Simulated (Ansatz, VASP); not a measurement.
## Sc4Mo: VASP beside Ansatz

```
Sc Mo
1.0
     3.20845   -3.10474    2.98258
     3.20673    3.10556   -2.98235
    -0.00155    6.20862    5.96555
Sc Mo
8 2
Cartesian
  2.2189 1.2069 1.3314
  5.4254 4.3104 4.3139
  4.1945 5.0000 7.2964
  0.9885 1.8978 4.3159
  4.1962 1.2072 -1.3316
  4.1971 1.2072 4.6324
  5.4256 1.8987 1.6532
  2.2175 5.0046 4.6321
  3.2061 3.1054 2.9829
  0.0000 -0.0004 0.0018
```

Change from the starting cell: cell x2, atoms moved at random (sigma 0.1 Å) and cell strained at random (1.5 %), then relaxed without symmetry.

Alike in both runs: functional PBE; k mesh 4 × 4 × 4; occupations gaussian, width 0.2 eV; no spin polarisation.

Ansatz relaxed the structure, and its values are those at the end. VASP's run is a single point on that final structure, the one shown.

```csv
,VASP,Ansatz
version,VASP 6.6.1,Ansatz 0.2.0
potentials or method,"VASP PAW PBE potentials, release 64 (Sc_sv, Mo_sv), cutoff 520 eV","scalar-relativistic, plane waves, PAW"
valence electrons in the cell,116,116
```

Ansatz gave:

```
gap on the k mesh at the Fermi level (eV) : none
pressure (GPa)                            : 0.0
rms of the force components (eV/Å)        : 0.004
```

What did VASP give for the same quantities?

gap on the k mesh at the Fermi level (eV): none; pressure (GPa): 0.1; rms of the force components (eV/Å): 0.006.

A gap of «none» marks a metal or a gap that the smearing closes. The functional is the same, so the differences come from potentials, cutoffs and numerics.
